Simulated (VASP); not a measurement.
Input of a VASP 6.6.1 run:

INCAR

```
  ALGO = Normal
  EDIFF = 1E-6
  ENCUT = 520
  GGA = CA
  ISIF = 2
  ISMEAR = 0
  ISPIN = 2
  LASPH = T
  LCHARG = F
  LMAXMIX = 4
  LORBIT = 11
  LREAL = F
  LWAVE = F
  MAGMOM = 1.988
  NBANDS = 14
  NELM = 150
  PREC = Accurate
  SIGMA = 0.01
```

Contents of KPOINTS:

```
k-points
0
Gamma
  16 16 16
```

The input POSCAR:

```
Fe
1.0
   -1.3745984210      1.3745984210      1.3745984210
    1.3745984210     -1.3745984210      1.3745984210
    1.3745984210      1.3745984210     -1.3745984210
Fe
1
Direct
    0.0000000000      0.0000000000      0.0000000000
```

Potentials or basis: VASP PAW LDA potentials, release 64 (Fe).

Run with:

```bash
$ cat potpaw_LDA.64/Fe/POTCAR > POTCAR
$ mpirun -np 1 vasp_std > vasp.out
```

Problem. Estimate the pressure.

Solution. -0.9 GPa.

Problem. Estimate the site moments.

Solution. Fe +1.91 μB.
